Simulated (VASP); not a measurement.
# MgAg2SnSe4 (I-4) in VASP: notebook

The runs below take MgAg2SnSe4 through single point, with PBE, r2SCAN.

Everything below comes from runs of VASP 6.6.1. Logs are shortened: lines on timing, memory, paths and dates and some standing lists are left out, and cuts for length are marked.

### Step 1. The cell of the first run

The structure is tetragonal, space group I-4 (No. 82). The conventional cell has a = 6.266 Å, b = 6.266 Å, c = 12.177 Å, α = 90.00°, β = 90.00°, γ = 90.00°. Ag (site symmetry -4) has 4 Se at 2.74 Å within 3.6 Å. Ag (site symmetry -4) has 4 Se at 2.71 Å within 3.6 Å. Mg (site symmetry -4) has 4 Se at 2.65 Å within 3.5 Å. Within 3.5 Å of Sn (site symmetry -4) lie 4 Se at 2.65 Å. Se (site symmetry 1) has 1 Sn at 2.65 Å and 1 Mg at 2.65 Å and 2 Ag at 2.71 to 2.74 Å within 3.5 Å.

### Step 2. Single point, PBE (29.88 Å³/atom)

Contents of INCAR:

```
SYSTEM = MgAg2SnSe4
PREC     = Accurate       ! precision mode
ENCUT    = 520            ! plane-wave cutoff, eV
EDIFF    = 1E-6           ! SCF threshold, eV
ISMEAR   = 0              ! smearing method
SIGMA    = 0.01           ! smearing width, eV
LREAL    = .FALSE.        ! projectors in reciprocal space
LASPH    = .TRUE.         ! aspherical terms in the spheres
NELM     = 100            ! most SCF steps
ALGO     = Normal         ! electronic algorithm
ISIF     = 2              ! what is computed and relaxed
LWAVE    = .FALSE.        ! write WAVECAR
LCHARG   = .FALSE.        ! write CHGCAR
GGA      = PE             ! functional
NBANDS   = 41             ! bands
```

Contents of KPOINTS:

```
regular mesh
0
G
  6 6 6
  0 0 0
```

Contents of POSCAR:

```
MgAg2SnSe4
1.0
   -3.1329722650      3.1329722650      6.0885470691
    3.1329722650     -3.1329722650      6.0885470691
    3.1329722650      3.1329722650     -6.0885470691
Ag Mg Sn Se
2 1 1 4
Direct
    0.0000000000      0.0000000000      0.0000000000
    0.7500000000      0.2500000000      0.5000000000
    0.2500000000      0.7500000000      0.5000000000
    0.5000000000      0.5000000000      0.0000000000
    0.1349149478      0.6219402154      1.0080662414
    0.3780597846      0.3861260260      0.5129747324
    0.6138739740      0.1268487064     -0.0080662414
    0.8731512936      0.8650850522      0.4870252676
```

Potentials or basis: VASP PAW PBE potentials, release 64 (Ag, Mg, Sn_d, Se).

Run with:

```
> cat potpaw_PBE.64/Ag/POTCAR potpaw_PBE.64/Mg/POTCAR potpaw_PBE.64/Sn_d/POTCAR potpaw_PBE.64/Se/POTCAR > POTCAR
> mpirun -np 1 vasp_std > vasp.out
```

OUTCAR:

```text
SYSTEM = MgAg2SnSe4
   PREC = Accurate
   ENCUT = 520
   EDIFF = 1E-6
   ISMEAR = 0
   LREAL = .FALSE.
   LASPH = .TRUE.
   NELM = 100
   ISIF = 2
   GGA = PE

 ion  position               nearest neighbor table
   1  0.000  0.000  0.000-   6 2.74   5 2.74   7 2.74   8 2.74
   2  0.750  0.250  0.500-   5 2.71   8 2.71   7 2.71   6 2.71
   3  0.250  0.750  0.500-   5 2.65   6 2.65   7 2.65   8 2.65
   4  0.500  0.500  0.000-   8 2.65   6 2.65   7 2.65   5 2.65
   5  0.135  0.622  0.008-   4 2.65   3 2.65   2 2.71   1 2.74
   6  0.378  0.386  0.513-   4 2.65   3 2.65   2 2.71   1 2.74
   7  0.614  0.127  0.992-   4 2.65   3 2.65   2 2.71   1 2.74
   8  0.873  0.865  0.487-   4 2.65   3 2.65   2 2.71   1 2.74

  LATTYP: Found a body centered tetragonal cell.
 ALAT       =     6.2659445300
 C/A-ratio  =     1.9433772642

  Lattice vectors:

 A1 = (  -3.1329722650,   3.1329722650,   6.0885470691)
 A2 = (   3.1329722650,  -3.1329722650,   6.0885470691)
 A3 = (   3.1329722650,   3.1329722650,  -6.0885470691)

Analysis of symmetry for initial positions (statically):
=====================================================================
 Subroutine PRICEL returns:
 Original cell was already a primitive cell.

 Routine SETGRP: Setting up the symmetry group for a
 body centered tetragonal supercell.

 Subroutine GETGRP returns: Found  4 space group operations
 (whereof  4 operations were pure point group operations)
 out of a pool of 16 trial point group operations.

The static configuration has the point symmetry S_4 .

Analysis of symmetry for dynamics (positions and initial velocities):
=====================================================================
 Subroutine PRICEL returns:
 Original cell was already a primitive cell.

 Routine SETGRP: Setting up the symmetry group for a
 body centered tetragonal supercell.

 Subroutine GETGRP returns: Found  4 space group operations
 (whereof  4 operations were pure point group operations)
 out of a pool of 16 trial point group operations.

The dynamic configuration has the point symmetry S_4 .

 Subroutine INISYM returns: Found  4 space group operations
 (whereof  4 operations are pure point group operations),
 and found     1 'primitive' translations

----------------------------------------------------------------------------------------

                                     Primitive cell

  volume of cell :     239.0489

  direct lattice vectors                    reciprocal lattice vectors
    -3.132972265  3.132972265  6.088547069     0.000000000  0.159592859  0.082121398
     3.132972265 -3.132972265  6.088547069     0.159592859  0.000000000  0.082121398
     3.132972265  3.132972265 -6.088547069     0.159592859  0.159592859  0.000000000

  length of vectors
     7.530035580  7.530035580  7.530035580     0.179482045  0.179482045  0.225698385

  position of ions in fractional coordinates (direct lattice)
     0.000000000  0.000000000  0.000000000
     0.750000000  0.250000000  0.500000000
     0.250000000  0.750000000  0.500000000
     0.500000000  0.500000000  0.000000000
     0.134914948  0.621940215  0.008066241
     0.378059785  0.386126026  0.512974732
     0.613873974  0.126848706  0.991933759
     0.873151294  0.865085052  0.487025268

  ion indices of the primitive-cell ions
   primitive index   ion index
                 1           1
                 2           2
                 3           3
                 4           4
                 5           5
                 6           6
                 7           7
                 8           8

----------------------------------------------------------------------------------------

 KPOINTS: regular mesh

Automatic generation of k-mesh.
 Grid dimensions read from file:
 generate k-points for:    6    6    6

 Generating k-lattice:

  Cartesian coordinates                     Fractional coordinates (reciprocal lattice)
     0.000000000  0.026598810  0.013686900     0.166666667  0.000000000  0.000000000
     0.026598810  0.000000000  0.013686900     0.000000000  0.166666667  0.000000000
     0.026598810  0.026598810  0.000000000     0.000000000  0.000000000  0.166666667

  Length of vectors
     0.029913674  0.029913674  0.037616398

  Shift w.r.t. Gamma in fractional coordinates (k-lattice)
     0.000000000  0.000000000  0.000000000

 Subroutine IBZKPT returns following result:
 ===========================================

 Found     36 irreducible k-points:

 Following reciprocal coordinates:
            Coordinates               Weight
  0.000000  0.000000  0.000000      1.000000
  0.166667 -0.000000  0.000000      8.000000
  0.333333  0.000000  0.000000      8.000000
  0.500000 -0.000000  0.000000      4.000000
  0.166667  0.166667  0.000000      8.000000
  0.333333  0.166667  0.000000      8.000000
[... 16 lines left out ...]
  0.333333 -0.333333  0.166667      4.000000
 -0.166667  0.333333  0.166667      8.000000
 [... further k-points ...]
   k-points           NKPTS =     36   k-points in BZ     NKDIM =     36   number of bands    NBANDS=     41
   number of dos      NEDOS =    301   number of ions     NIONS =      8
   total plane-waves  NPLWV = 175616
   dimension x,y,z NGX =    56 NGY =   56 NGZ =   56
   dimension x,y,z NGXF=   112 NGYF=  112 NGZF=  112
   ions per type =               2   1   1   4
   NGX,Y,Z   is equivalent  to a cutoff of  12.36, 12.36, 12.36 a.u.
   NGXF,Y,Z  is equivalent  to a cutoff of  24.73, 24.73, 24.73 a.u.
 SYSTEM =  MgAg2SnSe4
   PREC   = accura    normal or accurate (medium, high low for compatibility)
   ISTART =      0    job   : 0-new  1-cont  2-samecut
   ICHARG =      2    charge: 1-file 2-atom 10-const
   ISPIN  =      1    spin polarized calculation?
   LNONCOLLINEAR =      F non collinear calculations
   LSORBIT =      F    spin-orbit coupling
   LASPH  =      T    aspherical Exc in radial PAW
   ENCUT  =  520.0 eV  38.22 Ry    6.18 a.u.  14.00 14.00 14.00*2*pi/ulx,y,z
   NELM   =    100;   NELMIN=  2; NELMDL= -5     # of ELM steps
   EDIFF  = 0.1E-05   stopping-criterion for ELM
   LREAL  =      F    real-space projection
   EDIFFG = 0.1E-04   stopping-criterion for IOM
   NSW    =      0    number of steps for IOM
   IBRION =     -1    ionic relax: 0-MD 1-quasi-New 2-CG
   NFREE  =      0    steps in history (QN), initial steepest desc. (CG)
   ISIF   =      2    stress and relaxation
   ISYM   =      2    0-nonsym 1-usesym 2-fastsym
   POTIM  = 0.5000    time-step for ionic-motion
   TEBEG  =    0.0;   TEEND  =   0.0 temperature during run
   PSTRESS=    0.0 pullay stress
   NELECT =      62.0000    total number of electrons
   NUPDOWN=      -1.0000    fix difference up-down
   EMIN   =  10.00;   EMAX   =-10.00  energy-range for DOS
   EFERMI =   0.00;   METHOD = LEGACY
   ISMEAR =     0;   SIGMA  =   0.01  broadening in eV -4-tet -1-fermi 0-gaus
   EFERMI_NEDOS =   21; number of points for ismear=-14 and -15
   IALGO  =     38    algorithm
   IMIX   =      4    mixing-type and parameters
     AMIX     =   0.40;   BMIX     =  1.00
     AMIX_MAG =   1.60;   BMIX_MAG =  1.00
  volume/ion in A,a.u.               =      29.88       201.65
  Fermi-wavevector in a.u.,A,eV,Ry     =   1.044022  1.972916 14.830115  1.089983
  Thomas-Fermi vector in A             =   2.178757
   LORBIT       =      0    0 simple, 1 ext, 2 COOP (PROOUT), +10 PAW based schemes
   GGA     = PE    functional components
   LHFCALC =     F    Hartree Fock is set to
   AEXX    =    0.0000 exact exchange contribution
   IVDW    =     0    specifies the selected vdW correction
   LEPSILON=     F    determine dielectric tensor
   LRPA    =     F    only Hartree local field effects (RPA)
 non-spin polarized calculation
 Gauss-broadening in eV      SIGMA  =   0.01
  energy-cutoff  :      520.00
  volume of cell :      239.05
 maximum number of plane-waves:      6478
   NGX = 27   NGY = 27   NGZ = 27

 number of electron      61.9999994 magnetization

 Free energy of the ion-electron system (eV)
  ---------------------------------------------------
  ext. energy  EPLUGINS =         0.00000000
  ---------------------------------------------------
  free energy    TOTEN  =       -28.70845963 eV

  energy without entropy =      -28.70845963  energy(sigma->0) =      -28.70845963

 E-fermi :   2.1399     XC(G=0):  -8.4252

 val. band max:        2.0942504330   @ k =   0.0000   0.0000   0.0000
 cond. band min:       2.2288596832   @ k =   0.0000   0.0000   0.0000
 fundamental gap:      0.1346092503
 Fermi energy:         2.1399113544

 k-point     1 :       0.0000    0.0000    0.0000
  band No.  band energies     occupation
      1     -19.5403      2.00000
      2     -19.5368      2.00000
      3     -19.5368      2.00000
      4     -19.4974      2.00000
      5     -19.4913      2.00000
      6     -10.6785      2.00000
[... 33 lines left out ...]
     40       7.3513      0.00000
     41       7.7447      0.00000

 k-point     2 :       0.1667   -0.0000    0.0000
  band No.  band energies     occupation
      1     -19.5403      2.00000
      2     -19.5369      2.00000
      3     -19.5368      2.00000
      4     -19.4974      2.00000
      5     -19.4913      2.00000
      6     -10.6369      2.00000
[... 33 lines left out ...]
     40       7.5623      0.00000
     41       7.6802      0.00000

 k-point     3 :       0.3333    0.0000    0.0000
  band No.  band energies     occupation
      1     -19.5403      2.00000
      2     -19.5369      2.00000
      3     -19.5368      2.00000
      4     -19.4974      2.00000
      5     -19.4913      2.00000
      6     -10.5340      2.00000
[... 33 lines left out ...]
     40       7.6677      0.00000
     41       7.9138      0.00000

 k-point     4 :       0.5000   -0.0000    0.0000
  band No.  band energies     occupation
      1     -19.5403      2.00000
      2     -19.5369      2.00000
      3     -19.5368      2.00000
      4     -19.4974      2.00000
      5     -19.4913      2.00000
      6     -10.4622      2.00000
[... 825 lines left out ...]
     40       7.8565      0.00000
     41       8.2625      0.00000

 k-point    23 :       0.3333   -0.3333    0.1667
  band No.  band energies     occupation
      1     -19.5403      2.00000
      2     -19.5369      2.00000
      3     -19.5369      2.00000
      4     -19.4973      2.00000
      5     -19.4913      2.00000
      6     -10.4486      2.00000
[... 33 lines left out ...]
     40       8.0265      0.00000
     41       8.2462      0.00000

 k-point    24 :      -0.1667    0.3333    0.1667
  band No.  band energies     occupation
      1     -19.5403      2.00000
      2     -19.5369      2.00000
      3     -19.5368      2.00000
      4     -19.4974      2.00000
      5     -19.4913      2.00000
      6     -10.4639      2.00000
[... 33 lines left out ...]
     40       7.7422      0.00000
     41       7.8931      0.00000

 [... further k-points ...]

------------------------ aborting loop because EDIFF is reached ----------------------------------------

  FORCE on cell =-STRESS in cart. coord.  units (eV):
  Direction    XX          YY          ZZ          XY          YZ          ZX
  --------------------------------------------------------------------------------------
  -------------------------------------------------------------------------------------
  Total       -3.5452186     -3.5452186     -3.4804045      0.0000002      0.0000000      0.0000000
  in kB      -23.7611166    -23.7611166    -23.3267131      0.0000015      0.0000000      0.0000000
  external PRESSURE =     -23.6163154 kB  Pullay stress =       0.0000000 kB

 VOLUME and BASIS-vectors are now :
 -----------------------------------------------------------------------------
  energy-cutoff  :      520.00
  volume of cell :      239.05
      direct lattice vectors                 reciprocal lattice vectors
    -3.132972265  3.132972265  6.088547069     0.000000000  0.159592859  0.082121398
     3.132972265 -3.132972265  6.088547069     0.159592859  0.000000000  0.082121398
     3.132972265  3.132972265 -6.088547069     0.159592859  0.159592859  0.000000000

 POSITION                                       TOTAL-FORCE (eV/Angst)
 -----------------------------------------------------------------------------------
      0.00000      0.00000      0.00000         0.000000     -0.000000      0.000000
     -0.00000      3.13297      3.04427        -0.000000     -0.000000      0.000000
      3.13297     -0.00000      3.04427        -0.000000      0.000000     -0.000000
      0.00000      0.00000      6.08855         0.000000      0.000000     -0.000000
      1.55111     -1.50057      4.55904        -0.080460      0.091429      0.066279
      1.63241      1.58186      1.52951         0.091429      0.080460     -0.066279
      1.58186      4.63354     -1.52951         0.080460     -0.091429      0.066279
      1.50057      1.55111      7.61806        -0.091429     -0.080460     -0.066279
 -----------------------------------------------------------------------------------
    total drift:                                0.000001      0.000001      0.000000

  FREE ENERGIE OF THE ION-ELECTRON SYSTEM (eV)
  ---------------------------------------------------
  free  energy   TOTEN  =       -28.7084596293 eV

  energy  without entropy=      -28.7084596293  energy(sigma->0) =      -28.70845963
```

It took 9.1 min on 1 thread of Intel Xeon 8259CL, shared host; peak memory 0.69 GiB.

Results:

```yaml
Free_energy: -28.7085 eV
Pressure: -2.4 GPa
Largest_force: 0.139 eV/Å
Band_gap_on_the_k_mesh: 0.13 eV
```

Forces on the atoms (eV/Å):
```
Ag   0.000  0.000  0.000
Ag   0.000  0.000  0.000
Mg   0.000  0.000  0.000
Sn   0.000  0.000  0.000
Se  -0.080  0.091  0.066
Se   0.091  0.080 -0.066
Se   0.080 -0.091  0.066
Se  -0.091 -0.080 -0.066
```

Caveat: semilocal functionals underestimate gaps, and a narrow one can read as zero; spin-orbit coupling is left out, which moves the levels of the heavy elements.

(Part 1 of 2 ends here.)
